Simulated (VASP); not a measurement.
Runs of VASP 6.6.1 on Al3Pt. The structure is that of space group Fm-3m (No. 225), or close to it. The cells are those of the table. 

```tsv
task	cell	k mesh	cutoff (eV)	gap on the mesh (eV)	pressure (GPa)
relaxation of cell and atoms	relaxed from a = 4.446 Å, angles 60.0°, 4 atoms	12 × 12 × 12	600	none	0.0
single point	a = 4.388 Å, angles 60.0°, 4 atoms	6 × 6 × 6	520	none	(a)
single point	a = 4.446 Å, angles 60.0°, 4 atoms	6 × 6 × 6	520	none	-0.2
relaxation of cell and atoms	relaxed from a = 4.388 Å, angles 60.0°, 4 atoms	6 × 6 × 6	600	none	0.0
single point	a = 4.447 Å, angles 60.0°, 4 atoms	12 × 12 × 12	520	none	-0.1
```

Alike in all rows: level PBE; potentials or basis VASP PAW PBE potentials, release 64 (Al, Pt); no spin polarisation; smearing gaussian 0.1 eV.

**Question.** Fill in the values left out.

**Answer.** (a) 5.0.

Caveats: spin-orbit coupling is left out, which moves the levels of the heavy elements; the relaxation stopped at its first step, so nothing moved (some runs).

A k mesh can miss the band edges, and the runs leave out spin-orbit coupling on Pt.

A gap of «none» marks levels without a gap at the run's occupations.
